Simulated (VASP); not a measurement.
# As (P6/mmm) in VASP: settings compared

The runs below take As through electric field gradients, density of states, with PBE, PBEsol, RPBE.

Program: VASP 6.6.1. These are calculated values, not measurements. Logs are shortened: lines on timing, memory, paths and dates and some standing lists are left out, and cuts for length are marked.

### Step 1. The cell of the first run

The structure is hexagonal, space group P6/mmm (No. 191). The conventional cell has a = 4.566 Å, b = 4.566 Å, c = 2.834 Å, α = 90.00°, β = 90.00°, γ = 120.00°. Within 3.5 Å of As (site symmetry -6m2) lie 5 As at 2.64 to 2.83 Å.

### Step 2. Electric field gradients, PBE

Contents of INCAR:

```
PREC = Accurate
ENCUT = 520
EDIFF = 1E-8
ISMEAR = -1
SIGMA = 0.05
LREAL = F
LASPH = T
NELM = 60
ALGO = Normal
ISIF = 2
LWAVE = F
LCHARG = F
GGA = PE
LEFG = T
NBANDS = 12
```

Contents of KPOINTS:

```
regular mesh
0
Gamma
  7 7 9
```

Contents of POSCAR:

```
As
1.0
    4.5664000000      0.0000000000      0.0000000000
   -2.2832000000      3.9546200000      0.0000000000
    0.0000000000      0.0000000000      2.8337400000
As
2
Direct
    0.3333300000      0.6666700000      0.0000000000
    0.6666700000      0.3333300000      0.0000000000
```

Potentials or basis: VASP PAW PBE potentials, release 64 (As).

Run with:

```sh
$ cat potpaw_PBE.64/As/POTCAR > POTCAR
$ mpirun -np 1 vasp_std > vasp.out
```

OUTCAR:

```text
PREC = Accurate
   ENCUT = 520
   EDIFF = 1E-8
   ISMEAR = -1
   LREAL = F
   LASPH = T
   NELM = 60
   ISIF = 2
   GGA = PE

 ion  position               nearest neighbor table
   1  0.333  0.667  0.000-   2 2.64   2 2.64   2 2.64
   2  0.667  0.333  0.000-   1 2.64   1 2.64   1 2.64

  LATTYP: Found a hexagonal cell.
 ALAT       =     4.5664000000
 C/A-ratio  =     0.6205632446

  Lattice vectors:

 A1 = (   4.5664000000,   0.0000000000,   0.0000000000)
 A2 = (  -2.2832000000,   3.9546200000,   0.0000000000)
 A3 = (   0.0000000000,   0.0000000000,   2.8337400000)

Analysis of symmetry for initial positions (statically):
=====================================================================
 Subroutine PRICEL returns:
 Original cell was already a primitive cell.

 Routine SETGRP: Setting up the symmetry group for a
 hexagonal supercell.

 Subroutine GETGRP returns: Found  8 space group operations
 (whereof  8 operations were pure point group operations)
 out of a pool of 24 trial point group operations.

The static configuration has the point symmetry D_2h.

Analysis of symmetry for dynamics (positions and initial velocities):
=====================================================================
 Subroutine PRICEL returns:
 Original cell was already a primitive cell.

 Routine SETGRP: Setting up the symmetry group for a
 hexagonal supercell.

 Subroutine GETGRP returns: Found  8 space group operations
 (whereof  8 operations were pure point group operations)
 out of a pool of 24 trial point group operations.

The dynamic configuration has the point symmetry D_2h.

 Subroutine INISYM returns: Found  8 space group operations
 (whereof  8 operations are pure point group operations),
 and found     1 'primitive' translations

----------------------------------------------------------------------------------------

                                     Primitive cell

  volume of cell :      51.1727

  direct lattice vectors                    reciprocal lattice vectors
     4.566400000  0.000000000  0.000000000     0.218990890  0.126434398  0.000000000
[... 130 lines left out ...]
  ext. energy  EPLUGINS =         0.00000000
  ---------------------------------------------------
  free energy    TOTEN  =        -8.93843509 eV

  energy without entropy =       -8.93329608  energy(sigma->0) =       -8.93586559

 E-fermi :   3.7932     XC(G=0):  -9.0075

 val. band max:        3.6972401783   @ k =  -0.1429   0.4286   0.4444
 cond. band min:       3.8656703592   @ k =  -0.1429   0.2857   0.0000
 fundamental gap:      0.1684301809
 Fermi energy:         3.7932059435

 k-point     1 :       0.0000    0.0000    0.0000
  band No.  band energies     occupation
      1     -10.3281      2.00000
      2      -4.7248      2.00000
      3      -0.3701      2.00000
      4      -0.3697      2.00000
      5       3.9281      0.12614
      6       3.9286      0.12509
      7       7.1045      0.00000
      8       8.5017      0.00000
      9      10.9960      0.00000
     10      12.2497      0.00000
     11      18.0797      0.00000
     12      18.0799      0.00000
[... 331 lines left out ...]
 k-point    24 :       0.1429    0.1429    0.1111
  band No.  band energies     occupation
      1      -9.7042      2.00000
      2      -5.9142      2.00000
      3      -0.8411      2.00000
      4       1.0170      2.00000
      5       4.0549      0.01060
      6       5.5384      0.00000
      7       5.7470      0.00000
      8       8.6848      0.00000
      9      10.7311      0.00000
     10      13.6277      0.00000
     11      15.2325      0.00000
     12      15.9206      0.00000

 [... further k-points ...]
[... 5 lines left out ...]
  --------------------------------------------------------------------------------------
  -------------------------------------------------------------------------------------
  Total       -0.2995877     -0.2993858      0.5925446      0.0001750      0.0000000      0.0000000
  in kB       -9.3798486     -9.3735286     18.5520944      0.0054798      0.0000000      0.0000000
  external PRESSURE =      -0.0670943 kB  Pullay stress =       0.0000000 kB

 VOLUME and BASIS-vectors are now :
 -----------------------------------------------------------------------------
  energy-cutoff  :      520.00
  volume of cell :       51.17
      direct lattice vectors                 reciprocal lattice vectors
     4.566400000  0.000000000  0.000000000     0.218990890  0.126434398  0.000000000
    -2.283200000  3.954620000  0.000000000     0.000000000  0.252868796  0.000000000
     0.000000000  0.000000000  2.833740000     0.000000000  0.000000000  0.352890526

 POSITION                                       TOTAL-FORCE (eV/Angst)
 -----------------------------------------------------------------------------------
     -0.00002      2.63643      0.00000         0.000192     -0.000111      0.000000
      2.28322      1.31819      0.00000        -0.000192      0.000111      0.000000
 -----------------------------------------------------------------------------------
    total drift:                                0.000000      0.000000      0.000000

  FREE ENERGIE OF THE ION-ELECTRON SYSTEM (eV)
  ---------------------------------------------------
  free  energy   TOTEN  =        -8.9384350926 eV

  energy  without entropy=       -8.9332960842  energy(sigma->0) =       -8.93586559

 Electric field gradients (V/A^2)
---------------------------------------------------------------------
 ion       V_xx      V_yy      V_zz      V_xy      V_xz      V_yz
---------------------------------------------------------------------
   1      25.913    25.914   -51.828     0.002    -0.000    -0.000
   2      25.913    25.914   -51.828     0.002     0.000    -0.000
---------------------------------------------------------------------

 Electric field gradients after diagonalization (V/A^2)
 (convention: |V_zz| > |V_xx| > |V_yy|)
----------------------------------------------------------------------
 ion       V_xx      V_yy      V_zz     asymmetry (V_yy - V_xx)/ V_zz
----------------------------------------------------------------------
   1      25.915    25.912   -51.828       0.000
   2      25.915    25.912   -51.828       0.000
----------------------------------------------------------------------

           NMR quadrupolar parameters

 Cq : quadrupolar parameter    Cq=e*Q*V_zz/h
 eta: asymmetry parameters     (V_yy - V_xx)/ V_zz
 Q  : nuclear electric quadrupole moment in mb (millibarn)
----------------------------------------------------------------------
 ion       Cq(MHz)       eta       Q (mb)
----------------------------------------------------------------------
   1      -0.125       0.000       1.000
   2      -0.125       0.000       1.000
----------------------------------------------------------------------
```

OSZICAR:

```text
N       E                     dE             d eps       ncg     rms          rms(c)
DAV:   1     0.311172357627E+02    0.31117E+02   -0.40733E+03  1920   0.678E+02
DAV:   2    -0.697724805729E+01   -0.38094E+02   -0.36449E+02  2604   0.109E+02
DAV:   3    -0.895619159237E+01   -0.19789E+01   -0.19510E+01  2348   0.256E+01
DAV:   4    -0.897018893227E+01   -0.13997E-01   -0.13995E-01  2256   0.249E+00
DAV:   5    -0.897025215830E+01   -0.63226E-04   -0.63226E-04  2340   0.179E-01    0.300E+00
DAV:   6    -0.894906488964E+01    0.21187E-01   -0.88111E-03  2204   0.495E-01    0.179E+00
DAV:   7    -0.893747611792E+01    0.11589E-01   -0.20949E-02  2136   0.774E-01    0.930E-02
DAV:   8    -0.893830644538E+01   -0.83033E-03   -0.11350E-03  2084   0.168E-01    0.194E-02
DAV:   9    -0.893842342342E+01   -0.11698E-03   -0.11857E-04  2180   0.544E-02    0.950E-03
DAV:  10    -0.893843399271E+01   -0.10569E-04   -0.14750E-05  2208   0.200E-02    0.168E-03
DAV:  11    -0.893843483130E+01   -0.83859E-06   -0.82568E-07  2252   0.450E-03    0.143E-03
DAV:  12    -0.893843514523E+01   -0.31393E-06   -0.30570E-07  2168   0.283E-03    0.381E-04
DAV:  13    -0.893843510375E+01    0.41479E-07   -0.27259E-09  2104   0.260E-04    0.112E-04
DAV:  14    -0.893843509349E+01    0.10265E-07   -0.97695E-10  1700   0.184E-04    0.161E-05
DAV:  15    -0.893843509260E+01    0.88443E-09   -0.74885E-11  1240   0.609E-05
   1 F= -.89384351E+01 E0= -.89358656E+01  d E =-.513901E-02
```

It took 30 s on 1 thread of Intel Xeon Platinum 8559C (Emerald Rapids), shared host; peak memory 0.19 GiB.

Results:

```yaml
Free_energy: -8.9384 eV
Pressure: 0.0 GPa
Band_gap_on_the_k_mesh: zero (band 5 reaches 5.83 eV, above the bottom of band 6 at 2.32 eV)
```

Electric field gradients, principal values (V/Å²):
```csv
atom,least,middle,greatest (by size)
1 As,25.912,25.915,-51.828
2 As,25.912,25.915,-51.828
```

Caveat: without QUAD_EFG the Cq values of the log hold for a quadrupole moment of 1 mb, not for the nuclei.

### Step 3. Density of states, PBE

POSCAR is that of step 2.

Contents of INCAR.step1:

```
SYSTEM = As
PREC = Accurate
ENCUT = 520
EDIFF = 1E-6
ISMEAR = -1
SIGMA = 0.05
LREAL = .FALSE.
LASPH = .TRUE.
NELM = 100
ALGO = Normal
ISIF = 2
LWAVE = .FALSE.
LCHARG = .TRUE.
GGA = PE
NBANDS = 12
```

Contents of KPOINTS.step1:

```
regular mesh
0
G
  4 4 5
  0 0 0
```

Contents of INCAR.step2:

```
SYSTEM = As
PREC = Accurate
ENCUT = 520
EDIFF = 1E-6
ISMEAR = -5
SIGMA = 0.05
LREAL = .FALSE.
LASPH = .TRUE.
NELM = 100
ALGO = Normal
ISIF = 2
LWAVE = .FALSE.
LCHARG = .FALSE.
GGA = PE
LORBIT = 11
NEDOS = 1001
ICHARG = 11
```

Contents of KPOINTS.step2:

```
regular mesh
0
G
  6 6 8
  0 0 0
```

Potentials or basis: VASP PAW PBE potentials, release 64 (As).

Run with:

```sh
$ cat potpaw_PBE.64/As/POTCAR > POTCAR
$ cp INCAR.step1 INCAR
$ cp KPOINTS.step1 KPOINTS
$ mpirun -np 1 vasp_std > vasp.out
$ cp INCAR.step2 INCAR
$ cp KPOINTS.step2 KPOINTS
$ mpirun -np 1 vasp_std > vasp.out
```

Run time: 69 s. Hardware: 1 thread of AMD EPYC 7R13, shared host; peak memory 0.14 GiB.

Results (log left out):

* Valence electrons inside the program's atomic spheres: As 2.66

Levels at points of the mesh, in eV from the Fermi level:
| k point | band 3 | band 4 | band 5 | band 6 | band 7 | band 8 |
| --- | --- | --- | --- | --- | --- | --- |
| (0.00, 0.00, 0.00) | -4.29 | -4.29 | 0.00 | 0.00 | 3.21 | 4.60 |
| (0.50, 0.00, 0.00) | -5.17 | -3.20 | 2.26 | 3.48 | 4.24 | 5.43 |
| (0.50, 0.50, 0.00) | -5.17 | -3.20 | 2.26 | 3.48 | 4.24 | 5.43 |
| (0.00, 0.00, 0.50) | -5.84 | -2.33 | -2.33 | -1.58 | 2.30 | 2.30 |
| (0.50, 0.00, 0.50) | -4.97 | -3.67 | -3.13 | -0.69 | 4.38 | 4.53 |
| (0.50, 0.50, 0.50) | -4.97 | -3.67 | -3.13 | -0.69 | 4.38 | 4.53 |

Caveat: the k points lie up to 0.44 Å⁻¹ apart; tetrahedron occupations give inexact forces and stress in metals.

### Step 4. Density of states, PBEsol

POSCAR is that of step 3.

Contents of INCAR.step1:

```
PREC     = Accurate       # precision mode
ENCUT    = 520            # plane-wave cutoff, eV
EDIFF    = 1E-6           # SCF threshold, eV
ISMEAR   = -1             # smearing method
SIGMA    = 0.05           # smearing width, eV
LREAL    = False          # projectors in reciprocal space
LASPH    = True           # aspherical terms in the spheres
NELM     = 80             # most SCF steps
ALGO     = Normal         # electronic algorithm
ISIF     = 2              # what is computed and relaxed
LWAVE    = False          # write WAVECAR
LCHARG   = True           # write CHGCAR
GGA      = PS             # functional
NBANDS   = 12             # bands
```

Contents of KPOINTS.step1:

```
Automatic mesh
0
Gamma
  4 4 5
```

Contents of INCAR.step2:

```
PREC     = Accurate       # precision mode
ENCUT    = 520            # plane-wave cutoff, eV
EDIFF    = 1E-6           # SCF threshold, eV
ISMEAR   = -5             # smearing method
SIGMA    = 0.05           # smearing width, eV
LREAL    = False          # projectors in reciprocal space
LASPH    = True           # aspherical terms in the spheres
NELM     = 80             # most SCF steps
ALGO     = Normal         # electronic algorithm
ISIF     = 2              # what is computed and relaxed
LWAVE    = False          # write WAVECAR
LCHARG   = False          # write CHGCAR
GGA      = PS             # functional
LORBIT   = 11             # projections on sites
NBANDS   = 12             # bands
NEDOS    = 2001           # points of the DOS
ICHARG   = 11             # starting density
```

Contents of KPOINTS.step2:

```
Automatic mesh
0
Gamma
  6 6 8
```

Run with:

```sh
$ cat potpaw_PBE.64/As/POTCAR > POTCAR
$ cp INCAR.step1 INCAR
$ cp KPOINTS.step1 KPOINTS
$ mpirun -np 1 vasp_std > vasp.out
$ cp INCAR.step2 INCAR
$ cp KPOINTS.step2 KPOINTS
$ mpirun -np 1 vasp_std > vasp.out
```

It took 84 s on 1 thread of AMD EPYC 7R13, shared host; peak memory 0.15 GiB.

It converged, with:

```
Valence electrons inside the program's atomic spheres : As 2.65
```

Levels at points of the mesh, in eV from the Fermi level:
```tsv
k point	band 3	band 4	band 5	band 6	band 7	band 8
(0.00, 0.00, 0.00)	-4.27	-4.27	0.00	0.00	3.23	4.43
(0.50, 0.00, 0.00)	-5.15	-3.21	2.28	3.50	4.26	5.45
(0.50, 0.50, 0.00)	-5.15	-3.21	2.28	3.50	4.26	5.45
(0.00, 0.00, 0.50)	-5.82	-2.30	-2.30	-1.56	2.32	2.32
(0.50, 0.00, 0.50)	-4.97	-3.66	-3.10	-0.67	4.41	4.49
(0.50, 0.50, 0.50)	-4.97	-3.66	-3.10	-0.68	4.41	4.49
```

Caveat: the k points lie up to 0.44 Å⁻¹ apart; the PAW data sets were made with another functional, which shifts forces and pressure a little; tetrahedron occupations give inexact forces and stress in metals.

### Step 5. Density of states, RPBE

POSCAR is that of step 4.

Contents of INCAR.step1:

```
  PREC = Accurate
  ENCUT = 520
  EDIFF = 1E-6
  ISMEAR = -1
  SIGMA = 0.05
  LREAL = False
  LASPH = True
  NELM = 100
  ALGO = Normal
  ISIF = 2
  LWAVE = False
  LCHARG = True
  GGA = RP
  NBANDS = 12
```

Contents of KPOINTS.step1:

```
regular mesh
0
Gamma
  4 4 5
```

Contents of INCAR.step2:

```
  PREC = Accurate
  ENCUT = 520
  EDIFF = 1E-6
  ISMEAR = -5
  SIGMA = 0.05
  LREAL = False
  LASPH = True
  NELM = 100
  ALGO = Normal
  ISIF = 2
  LWAVE = False
  LCHARG = False
  GGA = RP
  LORBIT = 11
  NBANDS = 12
  NEDOS = 2001
  ICHARG = 11
```

Contents of KPOINTS.step2:

```
regular mesh
0
Gamma
  6 6 8
```

Run with:

```sh
$ cat potpaw_PBE.64/As/POTCAR > POTCAR
$ cp INCAR.step1 INCAR
$ cp KPOINTS.step1 KPOINTS
$ mpirun -np 1 vasp_std > vasp.out
$ cp INCAR.step2 INCAR
$ cp KPOINTS.step2 KPOINTS
$ mpirun -np 1 vasp_std > vasp.out
```

Run time: 84 s. Hardware: 1 thread of AMD EPYC 7R13, shared host; peak memory 0.15 GiB.

Results (log left out):

| Property | Result |
| --- | --- |
| Valence electrons inside the program's atomic spheres | As 2.65 |

Levels at points of the mesh, in eV from the Fermi level:
| k point | band 3 | band 4 | band 5 | band 6 | band 7 | band 8 |
| --- | --- | --- | --- | --- | --- | --- |
| (0.00, 0.00, 0.00) | -4.33 | -4.33 | -0.01 | 0.00 | 3.20 | 4.88 |
| (0.50, 0.00, 0.00) | -5.20 | -3.17 | 2.25 | 3.46 | 4.23 | 5.42 |
| (0.50, 0.50, 0.00) | -5.20 | -3.17 | 2.25 | 3.46 | 4.23 | 5.42 |
| (0.00, 0.00, 0.50) | -5.81 | -2.37 | -2.37 | -1.62 | 2.27 | 2.27 |
| (0.50, 0.00, 0.50) | -5.00 | -3.69 | -3.16 | -0.68 | 4.39 | 4.53 |
| (0.50, 0.50, 0.50) | -5.00 | -3.69 | -3.16 | -0.68 | 4.39 | 4.53 |

Caveat: the k points lie up to 0.44 Å⁻¹ apart; the PAW data sets were made with another functional, which shifts forces and pressure a little; tetrahedron occupations give inexact forces and stress in metals.
